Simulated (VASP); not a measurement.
A run of VASP 6.6.1 is set up as follows.

Contents of POSCAR:

```
Ca
1.0
   -2.2119187314      2.2119187314      2.2119187314
    2.2119187314     -2.2119187314      2.2119187314
    2.2119187314      2.2119187314     -2.2119187314
Ca
1
Direct
    0.0000000000      0.0000000000      0.0000000000
```

INCAR.step1

```
SYSTEM = Ca
PREC = Accurate ; ENCUT = 520
ISMEAR = 0 ; SIGMA = 0.1
LREAL = .FALSE. ; LASPH = .TRUE.
NELM = 100 ; NBANDS = 11
GGA = PE ; ALGO = Normal
EDIFF = 1E-4 ; LWAVE = .TRUE.
LCHARG = .FALSE.
```

File INCAR.step2:

```
SYSTEM = Ca
PREC = Accurate ; ENCUT = 520
EDIFF = 1E-6 ; ISMEAR = 0
SIGMA = 0.1 ; LREAL = .FALSE.
LASPH = .TRUE. ; NELM = 100
ALGO = Normal ; ISIF = 2
LWAVE = .FALSE. ; LCHARG = .FALSE.
METAGGA = R2SCAN ; LMIXTAU = .TRUE.
NBANDS = 11 ; ISTART = 1
```

KPOINTS

```
regular mesh
0
G
  14 14 14
  0 0 0
```

Potentials or basis: VASP PAW PBE potentials, release 64 (Ca_sv).

Command:

```bash
$ cat potpaw_PBE.64/Ca_sv/POTCAR > POTCAR
$ cp INCAR.step1 INCAR
$ mpirun -np 1 vasp_std > vasp.out
$ cp INCAR.step2 INCAR
$ mpirun -np 1 vasp_std > vasp.out
```

Problem. Predict the pressure.

Solution. 0.1 GPa.

Problem. Predict the band gap on the k mesh.

Solution. Zero (band 5 reaches 2.20 eV, above the bottom of band 6 at 1.79 eV).

Caveat: the PAW data sets were made with another functional, which shifts forces and pressure a little.
